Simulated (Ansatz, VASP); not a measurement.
**One calculation of As, two programs**

```
As
1.0
     4.58729    0.00000    0.00000
    -2.29364    3.97271    0.00000
     0.00000    0.00000    5.74600
As
4
Cartesian
  0.0000 2.6485 2.6604
  2.2936 1.3242 5.5334
  2.2936 1.3242 3.0856
  0.0000 2.6485 0.2126
```

Alike in both runs: functional r2SCAN; k mesh 12 × 12 × 8; occupations gaussian, width 0.1 eV; no spin polarisation.

Ansatz relaxed the structure, and its values are those at the end. VASP's run is a single point on that final structure, the one shown.

|  | VASP | Ansatz |
| --- | --- | --- |
| version | VASP 6.6.1 | Ansatz 0.2.0 |
| potentials or method | VASP PAW PBE potentials, release 64 (As), cutoff 520 eV | scalar-relativistic, plane waves, PAW |
| valence electrons in the cell | 20 | 60 |

Ansatz gave:

| Quantity | Value |
| --- | --- |
| gap on the k mesh at the Fermi level (eV) | none |
| pressure (GPa) | 0.0 |
| rms of the force components (eV/Å) | 0.004 |

Problem. Estimate VASP's values.

Solution. gap on the k mesh at the Fermi level (eV): none; pressure (GPa): 0.0; rms of the force components (eV/Å): 0.015.

VASP's potentials were made for PBE, not for r2SCAN. A gap of «none» marks a metal or a gap that the smearing closes. The functional is the same, so the differences come from potentials, cutoffs and numerics. VASP's potentials hold 20 valence electrons a cell and Ansatz's 60, so a difference there can come from the potentials and not from the codes.
